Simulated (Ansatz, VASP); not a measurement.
## Two plane-wave programs on C11O

```
C O
1.0
     3.64732    0.00000    0.00000
    -1.66588    3.93102    0.00000
     0.00000    0.00000   23.58096
C O
11 1
Cartesian
  1.2689 1.3106 4.0000
  0.7125 2.6204 4.0000
  0.4360 3.2761 5.2325
  1.5455 0.6549 5.2325
  1.2651 1.3181 6.4645
  0.7163 2.6129 6.4645
  0.4304 3.2889 7.7020
  1.5511 0.6421 7.7020
  1.2324 1.3933 8.8310
  0.7491 2.5377 8.8310
  2.6395 2.3760 13.5810
  2.6395 2.3760 12.4310
```

Alike in both runs: task single point; functional PBE; dispersion D3(BJ); k mesh 8 × 7 × 1; occupations gaussian, width 0.05 eV; no spin polarisation.

|  | VASP | Ansatz |
| --- | --- | --- |
| version | VASP 6.6.1 | Ansatz 0.2.0 |
| potentials or method | VASP PAW PBE potentials, release 64 (C, O), cutoff 520 eV | scalar-relativistic, plane waves, PAW |
| valence electrons in the cell | 50 | 50 |

Ansatz gave:

* gap on the k mesh at the Fermi level (eV): none
* rms of the force components (eV/Å): 1.669
* work function, face that differs most (eV): 5.93

Problem. Which values does VASP return?

Solution. gap on the k mesh at the Fermi level (eV): none; rms of the force components (eV/Å): 1.633; work function, face that differs most (eV): 5.88.

A gap of «none» marks a metal or a gap that the smearing closes. Ansatz's warnings: xc potential rough in thin density.

Noted on VASP's run: the standard files for N, O and F lose accuracy on very short bonds.
